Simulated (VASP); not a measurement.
Crystal: Mn.

```xyz
2
Lattice="2.5518 0.0000 0.0000 -1.2759 2.2099 0.0000 0.0000 0.0000 4.1671" Properties=species:S:1:pos:R:3 pbc="T T T"
Mn    0.0000    1.4733    1.0418
Mn    1.2759    0.7366    3.1253
```

This isn't the form of Mn at room conditions, which is a 58-atom cubic cell.

- Program: VASP 6.6.1
- Task: relaxation of cell and atoms
- Functional: PBEsol
- Potentials or basis: VASP PAW PBE potentials, release 64 (Mn_pv)
- Cutoff: 600 eV
- k mesh: 14 × 14 × 8
- Occupations: fermi-dirac, width 0.1 eV
- Spin: no spin polarisation

At the start: pressure -29.9 GPa; volume 11.75 Å³/atom.

Q: How do energy, volume and symmetry change on relaxing?

A: Over 9 steps the energy falls by 150.3 meV/atom and the volume is 10.32 Å³/atom (-12.1 %); space group P6_3/mmc (No. 194, to 0.1 Å) before and after.

The path:
```csv
step,energy change (eV),largest force (eV/Å),pressure (GPa),volume (Å³)
1,0.0000,0.0000,-29.86,23.50
2,0.6968,0.0000,100.17,16.81
3,-0.2986,0.0000,-2.32,20.81
4,-0.2998,0.0000,-0.54,20.69
5,-0.2998,0.0000,0.24,20.63
6,-0.3006,0.0000,0.23,20.63
7,-0.3006,0.0000,0.23,20.63
8,-0.3006,0.0000,-0.35,20.67
9,-0.3006,0.0000,0.00,20.65
```

Final structure:
```
CELL_PARAMETERS angstrom
2.45340 0.00000 0.00000
-1.22670 2.12471 0.00000
0.00000 0.00000 3.96129
ATOMIC_POSITIONS crystal
Mn 0.33333 0.66667 0.25000
Mn 0.66667 0.33333 0.75000
```

Caveat: the PAW data sets were made with another functional, which shifts forces and pressure a little; the run has no spin polarisation, though such a crystal can be magnetic.
